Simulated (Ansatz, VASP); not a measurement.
This is a calculation of SrO for VASP 6.6.1.

File INCAR:

```
PREC = Accurate ; ENCUT = 520
EDIFF = 1E-6 ; ISMEAR = -1
SIGMA = 0.05 ; LREAL = False
LASPH = True ; NELM = 60
ALGO = Normal ; ISIF = 2
LWAVE = False ; LCHARG = False
GGA = PE ; NBANDS = 24
```

KPOINTS

```
regular mesh
0
Gamma
  7 7 5
```

File POSCAR:

```
SrO
1.0
    4.1881873621      0.0000000000      0.0000000000
   -2.0940936810      3.6270766513      0.0000000000
    0.0000000000      0.0000000000      5.0503492344
Sr O
2 2
Direct
    0.6666666667      0.3333333333      0.4381277000
    0.3333333333      0.6666666667      0.9381277000
    0.6666666667      0.3333333333      0.9368723000
    0.3333333333      0.6666666667      0.4368723000
```

Potentials or basis: VASP PAW PBE potentials, release 64 (Sr_sv, O).

Run with:

```sh
$ cat potpaw_PBE.64/Sr_sv/POTCAR potpaw_PBE.64/O/POTCAR > POTCAR
$ mpirun -np 1 vasp_std > vasp.out
```

Question: Translate it to Ansatz 0.2.0. Potentials there: Ansatz PAW.

Answer: As run (the cutoff follows the program's own potentials):

Contents of input.yaml:

```yaml
crystal:
  lattice:
    - [4.1881873621, 0.0, 0.0]
    - [-2.094093681, 3.6270766513, 0.0]
    - [0.0, 0.0, 5.0503492344]
  atoms:
    - { symbol: Sr, position: [0.6666666667, 0.3333333333, 0.4381277] }
    - { symbol: Sr, position: [0.3333333333, 0.6666666667, 0.9381277] }
    - { symbol: O, position: [0.6666666667, 0.3333333333, 0.9368723] }
    - { symbol: O, position: [0.3333333333, 0.6666666667, 0.4368723] }
hamiltonian:
  xc: pbe
  pseudopotentials: { kind: paw }
kpoints:
  mp_grid: { grid: [7, 7, 5] }
scf:
  occupations: { method: fermi_dirac, width: 0.05 }
output:
  forces: true
  stress: true
  eigenvalues: true
```

Potentials or basis: Ansatz PAW.

Launch:

```bash
$ ansatz run input.yaml --threads 2 --pin off --max-ram 5120MiB --backend cpu --events-out ev --progress --plain --runs-dir out
```

Both were run:

|  | VASP | Ansatz | Ansatz less VASP |
| --- | --- | --- | --- |
| gap on the k mesh at the Fermi level (eV) | 2.82 | 2.84 | +0.021 |
| least direct gap on the mesh (eV) | 2.82 | 2.84 | +0.021 |
| pressure (GPa) | 6.7 | 6.0 | -0.62 |
| traceless stress, the component that is largest in VASP (GPa) | 0.62 | 0.60 | -0.015 |
| rms of the force components (eV/Å) | 0.011 | 0.011 | -0.0007 |

Atom by atom the forces differ by 0.001 eV/Å (rms over components). With one functional, cell and mesh, what is left measures potentials, basis and numerics.

Noted on Ansatz's run: odd divisions of the mesh miss points on the zone boundary, where band edges often lie, so the gap on the mesh can be too wide.
